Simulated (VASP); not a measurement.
# Mo (Fd-3m) in VASP: single point with LDA

Aim: the single point of Mo with LDA.

Program: VASP 6.6.1. These are calculated values, not measurements. Logs are shortened: lines on timing, memory, paths and dates and some standing lists are left out, and cuts for length are marked.

## Step 1: The cell of the first run

It takes space group Fd-3m (No. 227, cubic). The conventional cell has a = 5.570 Å, b = 5.570 Å, c = 5.570 Å, α = 90.00°, β = 90.00°, γ = 90.00°. Within 3.2 Å of Mo (site symmetry -43m) lie 4 Mo at 2.41 Å.

This isn't the form of Mo at room conditions, which is bcc.

## Step 2: Single point, LDA, non-collinear spin, zero start, spin-orbit coupling

The input, INCAR:

```
PREC = Accurate
ENCUT = 520
EDIFF = 1E-6
ISMEAR = -1
SIGMA = 0.1
LREAL = F
LASPH = T
NELM = 150
ALGO = Normal
ISIF = 2
LWAVE = F
LCHARG = F
MAGMOM = 0 0 0 0 0 0
LORBIT = 11
LSORBIT = T
GGA_COMPAT = F
LORBMOM = T
LMAXMIX = 4
NBANDS = 40
```

The input, KPOINTS:

```
regular mesh
0
Gamma
  10 10 10
```

The input, POSCAR:

```
Mo
1.0
    0.0000000000      2.7848743761      2.7848743761
    2.7848743761      0.0000000000      2.7848743761
    2.7848743761      2.7848743761      0.0000000000
Mo
2
Direct
    0.1250000000      0.1250000000      0.1250000000
    0.8750000000      0.8750000000      0.8750000000
```

Potentials or basis: VASP PAW LDA potentials, release 64 (Mo_sv).

Run with:

```sh
cat potpaw_LDA.64/Mo_sv/POTCAR > POTCAR
mpirun -np 1 vasp_ncl > vasp.out
```

OUTCAR:

```text
PREC = Accurate
   ENCUT = 520
   EDIFF = 1E-6
   ISMEAR = -1
   LREAL = F
   LASPH = T
   NELM = 150
   ISIF = 2
   LORBIT = 11
   LSORBIT = T

 ion  position               nearest neighbor table
   1  0.125  0.125  0.125-   2 2.41   2 2.41   2 2.41   2 2.41
   2  0.875  0.875  0.875-   1 2.41   1 2.41   1 2.41   1 2.41

  LATTYP: Found a face centered cubic cell.
 ALAT       =     5.5697487522

  Lattice vectors:

 A1 = (   0.0000000000,   2.7848743761,   2.7848743761)
 A2 = (   2.7848743761,   0.0000000000,   2.7848743761)
 A3 = (   2.7848743761,   2.7848743761,   0.0000000000)

Analysis of symmetry for initial positions (statically):
=====================================================================
 Subroutine PRICEL returns:
 Original cell was already a primitive cell.

 Routine SETGRP: Setting up the symmetry group for a
 face centered cubic supercell.

 Subroutine GETGRP returns: Found 48 space group operations
 (whereof 12 operations were pure point group operations)
 out of a pool of 48 trial point group operations.

The static configuration has the point symmetry D_3d.
 The point group associated with its full space group is O_h .

Analysis of symmetry for dynamics (positions and initial velocities):
=====================================================================
 Subroutine PRICEL returns:
 Original cell was already a primitive cell.

 Routine SETGRP: Setting up the symmetry group for a
 face centered cubic supercell.

 Subroutine GETGRP returns: Found 48 space group operations
 (whereof 12 operations were pure point group operations)
 out of a pool of 48 trial point group operations.

The dynamic configuration has the point symmetry D_3d.
 The point group associated with its full space group is O_h .

Analysis of structural, dynamic, and magnetic symmetry:
=====================================================================
 Subroutine PRICEL returns:
 Original cell was already a primitive cell.

 Routine SETGRP: Setting up the symmetry group for a
 face centered cubic supercell.

 Subroutine GETGRP returns: Found 48 space group operations
 (whereof 12 operations were pure point group operations)
 out of a pool of 48 trial point group operations.

The overall configuration has the point symmetry D_3d.
 The point group associated with its full space group is O_h .

 Subroutine INISYM returns: Found 48 space group operations
 (whereof 12 operations are pure point group operations),
 and found     1 'primitive' translations

----------------------------------------------------------------------------------------

                                     Primitive cell

  volume of cell :      43.1963

  direct lattice vectors                    reciprocal lattice vectors
     0.000000000  2.784874376  2.784874376    -0.179541312  0.179541312  0.179541312
     2.784874376  0.000000000  2.784874376     0.179541312 -0.179541312  0.179541312
     2.784874376  2.784874376  0.000000000     0.179541312  0.179541312 -0.179541312

  length of vectors
     3.938407112  3.938407112  3.938407112     0.310974675  0.310974675  0.310974675

  position of ions in fractional coordinates (direct lattice)
     0.125000000  0.125000000  0.125000000
     0.875000000  0.875000000  0.875000000

  ion indices of the primitive-cell ions
   primitive index   ion index
                 1           1
                 2           2

----------------------------------------------------------------------------------------

 KPOINTS: regular mesh

Automatic generation of k-mesh.
 Grid dimensions read from file:
 generate k-points for:   10   10   10

 Generating k-lattice:

  Cartesian coordinates                     Fractional coordinates (reciprocal lattice)
    -0.017954131  0.017954131  0.017954131     0.100000000  0.000000000  0.000000000
     0.017954131 -0.017954131  0.017954131     0.000000000  0.100000000  0.000000000
     0.017954131  0.017954131 -0.017954131     0.000000000  0.000000000  0.100000000

  Length of vectors
     0.031097467  0.031097467  0.031097467

  Shift w.r.t. Gamma in fractional coordinates (k-lattice)
     0.000000000  0.000000000  0.000000000

 Subroutine IBZKPT returns following result:
 ===========================================

 Found     47 irreducible k-points:

 Following reciprocal coordinates:
            Coordinates               Weight
  0.000000  0.000000  0.000000      1.000000
  0.100000  0.000000  0.000000      8.000000
  0.200000  0.000000  0.000000      8.000000
  0.300000  0.000000  0.000000      8.000000
[... 43 lines left out ...]
   IBRION =     -1    ionic relax: 0-MD 1-quasi-New 2-CG
   NFREE  =      0    steps in history (QN), initial steepest desc. (CG)
   ISIF   =      2    stress and relaxation
   ISYM   =      2    0-nonsym 1-usesym 2-fastsym
   POTIM  = 0.5000    time-step for ionic-motion
   TEBEG  =    0.0;   TEEND  =   0.0 temperature during run
   PSTRESS=    0.0 pullay stress
   NELECT =      28.0000    total number of electrons
   NUPDOWN=      -1.0000    fix difference up-down
   EMIN   =  10.00;   EMAX   =-10.00  energy-range for DOS
   EFERMI =   0.00;   METHOD = LEGACY
   ISMEAR =    -1;   SIGMA  =   0.10  broadening in eV -4-tet -1-fermi 0-gaus
   EFERMI_NEDOS =   21; number of points for ismear=-14 and -15
   IALGO  =     38    algorithm
   IMIX   =      4    mixing-type and parameters
     AMIX     =   0.40;   BMIX     =  1.00
     AMIX_MAG =   1.60;   BMIX_MAG =  1.00
  volume/ion in A,a.u.               =      21.60       145.75
  Fermi-wavevector in a.u.,A,eV,Ry     =   1.416811  2.677384 27.311699  2.007353
  Thomas-Fermi vector in A             =   2.538107
   LORBIT       =     11    0 simple, 1 ext, 2 COOP (PROOUT), +10 PAW based schemes
   GGA     = CA    functional components
   LHFCALC =     F    Hartree Fock is set to
   AEXX    =    0.0000 exact exchange contribution
   IVDW    =     0    specifies the selected vdW correction
   LEPSILON=     F    determine dielectric tensor
   LRPA    =     F    only Hartree local field effects (RPA)
  energy-cutoff  :      520.00
  volume of cell :       43.20
 maximum number of plane-waves:      2422
 NGX is ok and might be reduce to    30
   NGX = 15   NGY = 15   NGZ = 15

 number of electron      28.0000000 magnetization       0.0000000      0.0000000      0.0000000

 number of electron      27.9999997 magnetization      -0.0000000      0.0000000      0.0000000

 number of electron      27.9999997 magnetization      -0.0000000     -0.0000000      0.0000000

 Free energy of the ion-electron system (eV)
  ---------------------------------------------------
  ext. energy  EPLUGINS =         0.00000000
  ---------------------------------------------------
  free energy    TOTEN  =       -19.80238522 eV

  energy without entropy =      -19.72052940  energy(sigma->0) =      -19.76145731

 E-fermi :   7.4122     XC(G=0): -11.4129

 val. band max:        7.3755127657   @ k =  -0.3000   0.5000   0.2000
 cond. band min:       7.4322659609   @ k =  -0.3000   0.5000   0.2000
 fundamental gap:      0.0567531952
 Fermi energy:         7.4121644993

 k-point     1 :       0.0000    0.0000    0.0000
  band No.  band energies     occupation
      1     -52.7856      1.00000
      2     -52.7856      1.00000
      3     -51.9302      1.00000
      4     -51.9302      1.00000
      5     -28.9751      1.00000
      6     -28.9751      1.00000
[... 1021 lines left out ...]
     39      14.5308      0.00000
     40      14.5308      0.00000

 [... further k-points ...]

------------------------ aborting loop because EDIFF is reached ----------------------------------------

  FORCE on cell =-STRESS in cart. coord.  units (eV):
  Direction    XX          YY          ZZ          XY          YZ          ZX
  --------------------------------------------------------------------------------------
  -------------------------------------------------------------------------------------
  Total        0.1892698      0.1892698      0.1892698     -0.0000000     -0.0000000     -0.0000000
  in kB        7.0201294      7.0201294      7.0201294     -0.0000000     -0.0000000     -0.0000000
  external PRESSURE =       7.0201294 kB  Pullay stress =       0.0000000 kB

 VOLUME and BASIS-vectors are now :
 -----------------------------------------------------------------------------
  energy-cutoff  :      520.00
  volume of cell :       43.20
      direct lattice vectors                 reciprocal lattice vectors
     0.000000000  2.784874376  2.784874376    -0.179541312  0.179541312  0.179541312
     2.784874376  0.000000000  2.784874376     0.179541312 -0.179541312  0.179541312
     2.784874376  2.784874376  0.000000000     0.179541312  0.179541312 -0.179541312

 POSITION                                       TOTAL-FORCE (eV/Angst)
 -----------------------------------------------------------------------------------
      0.69622      0.69622      0.69622         0.000000      0.000000      0.000000
      4.87353      4.87353      4.87353        -0.000000     -0.000000     -0.000000
 -----------------------------------------------------------------------------------
    total drift:                               -0.000000      0.000000      0.000000

  FREE ENERGIE OF THE ION-ELECTRON SYSTEM (eV)
  ---------------------------------------------------
  free  energy   TOTEN  =       -19.8023852209 eV

  energy  without entropy=      -19.7205293953  energy(sigma->0) =      -19.76145731

 orbital moment (x)

 # of ion     p       d       tot
 ----------------------------------------
  1         0.000   0.000   0.000
  2        -0.000   0.000   0.000
 ----------------------------------------
           -0.000   0.000   0.000

 orbital moment (y)

 # of ion     p       d       tot
 ----------------------------------------
  1         0.000   0.000   0.000
  2         0.000   0.000   0.000
 ----------------------------------------
            0.000   0.000   0.000

 orbital moment (z)

 # of ion     p       d       tot
 ----------------------------------------
  1         0.000   0.000   0.000
  2         0.000   0.000   0.000
 ----------------------------------------
            0.000   0.000   0.000

 Spin-Orbit-Coupling matrix elements

 Ion:    1  E_soc:     -0.2180160
 l=   1
     0.0000000    -0.0322201    -0.0322201
    -0.0322201     0.0000000    -0.0322201
    -0.0322201    -0.0322201     0.0000000
 l=   2
     0.0000000    -0.0009200     0.0000000    -0.0009200    -0.0031959
    -0.0009200     0.0000000    -0.0023969    -0.0009200    -0.0007990
     0.0000000    -0.0023969     0.0000000    -0.0023969     0.0000000
    -0.0009200    -0.0009200    -0.0023969     0.0000000    -0.0007990
    -0.0031959    -0.0007990     0.0000000    -0.0007990     0.0000000
 l=   3
     0.0000000     0.0000000     0.0000000     0.0000000     0.0000000     0.0000000     0.0000000
     0.0000000     0.0000000     0.0000000     0.0000000     0.0000000     0.0000000     0.0000000
     0.0000000     0.0000000     0.0000000     0.0000000     0.0000000     0.0000000     0.0000000
     0.0000000     0.0000000     0.0000000     0.0000000     0.0000000     0.0000000     0.0000000
     0.0000000     0.0000000     0.0000000     0.0000000     0.0000000     0.0000000     0.0000000
     0.0000000     0.0000000     0.0000000     0.0000000     0.0000000     0.0000000     0.0000000
     0.0000000     0.0000000     0.0000000     0.0000000     0.0000000     0.0000000     0.0000000

 Ion:    2  E_soc:     -0.2180160
 l=   1
     0.0000000    -0.0322201    -0.0322201
    -0.0322201     0.0000000    -0.0322201
    -0.0322201    -0.0322201     0.0000000
 l=   2
     0.0000000    -0.0009200     0.0000000    -0.0009200    -0.0031959
    -0.0009200     0.0000000    -0.0023969    -0.0009200    -0.0007990
     0.0000000    -0.0023969     0.0000000    -0.0023969     0.0000000
    -0.0009200    -0.0009200    -0.0023969     0.0000000    -0.0007990
    -0.0031959    -0.0007990     0.0000000    -0.0007990     0.0000000
 l=   3
     0.0000000     0.0000000     0.0000000     0.0000000     0.0000000     0.0000000     0.0000000
     0.0000000     0.0000000     0.0000000     0.0000000     0.0000000     0.0000000     0.0000000
     0.0000000     0.0000000     0.0000000     0.0000000     0.0000000     0.0000000     0.0000000
     0.0000000     0.0000000     0.0000000     0.0000000     0.0000000     0.0000000     0.0000000
     0.0000000     0.0000000     0.0000000     0.0000000     0.0000000     0.0000000     0.0000000
     0.0000000     0.0000000     0.0000000     0.0000000     0.0000000     0.0000000     0.0000000
     0.0000000     0.0000000     0.0000000     0.0000000     0.0000000     0.0000000     0.0000000

 total charge

# of ion       s       p       d       tot
------------------------------------------
    1        2.460   6.062   4.352  12.874
    2        2.460   6.062   4.352  12.874
--------------------------------------------------
tot          4.920  12.125   8.704  25.749

 magnetization (x)

# of ion       s       p       d       tot
------------------------------------------
    1       -0.000  -0.000   0.000   0.000
    2        0.000  -0.000   0.000   0.000
--------------------------------------------------
tot         -0.000  -0.000   0.000   0.000

 magnetization (y)

# of ion       s       p       d       tot
------------------------------------------
    1        0.000   0.000   0.000   0.000
    2        0.000   0.000   0.000   0.000
--------------------------------------------------
tot          0.000   0.000   0.000   0.000

 magnetization (z)

# of ion       s       p       d       tot
------------------------------------------
    1        0.000   0.000   0.000   0.000
    2        0.000   0.000   0.000   0.000
--------------------------------------------------
tot          0.000   0.000   0.000   0.000
```

Wall time 4.2 min (1 thread of Intel Xeon 8259CL, shared host); peak memory 0.29 GiB.

Results:

- Free energy: -19.8024 eV
- Pressure: 0.7 GPa
- Net moment: 0.00 μB per cell
- Valence electrons inside the program's atomic spheres: Mo 12.87

Moments on the atoms (μB; x, y, z):
```
Mo  0.00 0.00 0.00
Mo  0.00 0.00 0.00
```
